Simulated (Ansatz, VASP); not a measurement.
CsPbI2Br in VASP and in Ansatz

Contents of INCAR:

```
  ALGO = Normal
  EDIFF = 1E-7
  ENCUT = 520
  GGA = PE
  ISIF = 2
  ISMEAR = 0
  LASPH = True
  LCHARG = False
  LREAL = False
  LWAVE = False
  NBANDS = 30
  NELM = 80
  PREC = Accurate
  SIGMA = 0.05
```

KPOINTS

```
k-points
0
Gamma
  4 4 6
```

File POSCAR:

```
CsPbI2Br
1.0
    6.3752960000     -0.0637529600      0.0000000000
   -0.0637529600      6.3752960000      0.0000000000
    0.0000000000      0.0000000000      5.9622200000
Cs Pb I Br
1 1 2 1
Direct
    0.5000000000      0.5000000000      0.5000000000
    0.0000000000      0.0000000000      0.0000000000
    0.0000000000      0.5000000000      0.0000000000
    0.5000000000      0.0000000000      0.0000000000
    0.0000000000      0.0000000000      0.5000000000
```

Input for Ansatz:

```yaml
crystal:
  lattice:
    - [6.375296, -0.06375296, 0.0]
    - [-0.06375296, 6.375296, 0.0]
    - [0.0, 0.0, 5.96222]
  atoms:
    - { symbol: Cs, position: [0.5, 0.5, 0.5] }
    - { symbol: Pb, position: [0.0, 0.0, 0.0] }
    - { symbol: I, position: [0.0, 0.5, 0.0] }
    - { symbol: I, position: [0.5, 0.0, 0.0] }
    - { symbol: Br, position: [0.0, 0.0, 0.5] }
basis:
  ecutwfc: 420
kpoints:
  mp_grid: { grid: [4, 4, 6] }
hamiltonian:
  xc: pbe
scf:
  occupations: { method: gaussian, width: 0.05 }
output:
  forces: true
  stress: true
  eigenvalues: true
```

Change from the starting cell: strain -0.0200 x Voigt [0, 0, 0, 0, 0, 1], atoms carried along.

Alike in both runs: task single point; functional PBE; k mesh 4 × 4 × 6; occupations gaussian, width 0.05 eV; no spin polarisation.

|  | VASP | Ansatz |
| --- | --- | --- |
| version | VASP 6.6.1 | Ansatz 0.2.0 |
| potentials or method | VASP PAW PBE potentials, release 64 (Cs_sv, Pb_d, I, Br), cutoff 520 eV | scalar-relativistic, plane waves, PAW |
| valence electrons in the cell | 44 | 64 |

VASP gave:

```
gap on the k mesh at the Fermi level (eV)                     : 1.45
least direct gap on the mesh (eV)                             : 1.45
pressure (GPa)                                                : 0.3
traceless stress, the component that is largest in VASP (GPa) : -0.12
```

Problem. What did Ansatz give for the same quantities?

Solution. gap on the k mesh at the Fermi level (eV): 1.44; least direct gap on the mesh (eV): 1.44; pressure (GPa): 0.3; traceless stress, the component that is largest in VASP (GPa): -0.13.

VASP's potentials hold 44 valence electrons a cell and Ansatz's 64, so a difference there can come from the potentials and not from the codes.

Spin-orbit coupling is off throughout.
